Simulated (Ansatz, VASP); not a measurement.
## Bi: VASP beside Ansatz

```xyz
2
Lattice="2.2577 1.3035 3.9275 -2.2577 1.3035 3.9275 0.0000 -2.6070 3.9275" Properties=species:S:1:pos:R:3 pbc="T T T"
Bi    0.0000    0.0000    2.7558
Bi    0.0000    0.0000    9.0266
```

Change from the starting cell: volume scaled by 0.98.

Alike in both runs: task single point; functional PBEsol; k mesh 10 × 10 × 10; occupations fermi-dirac, width 0.03 eV; no spin polarisation.

```csv
,VASP,Ansatz
version,VASP 6.6.1,Ansatz 0.2.0
potentials or method,"VASP PAW PBE potentials, release 64 (Bi_d), cutoff 520 eV","all-electron LAPW, scalar-relativistic"
```

|  | VASP | Ansatz | Ansatz less VASP |
| --- | --- | --- | --- |
| pressure (GPa) | 0.3 | 0.4 | +0.08 |
| traceless stress, the component that is largest in VASP (GPa) | -0.07 | -0.08 | -0.004 |
| rms of the force components (eV/Å) | 0.123 | 0.120 | -0.0032 |

VASP's potentials were made for PBE, not for PBEsol. Atom by atom the forces differ by 0.003 eV/Å (rms over components). Ansatz ran all-electron here, and VASP with PAW potentials.

Neither program's run includes spin-orbit coupling.
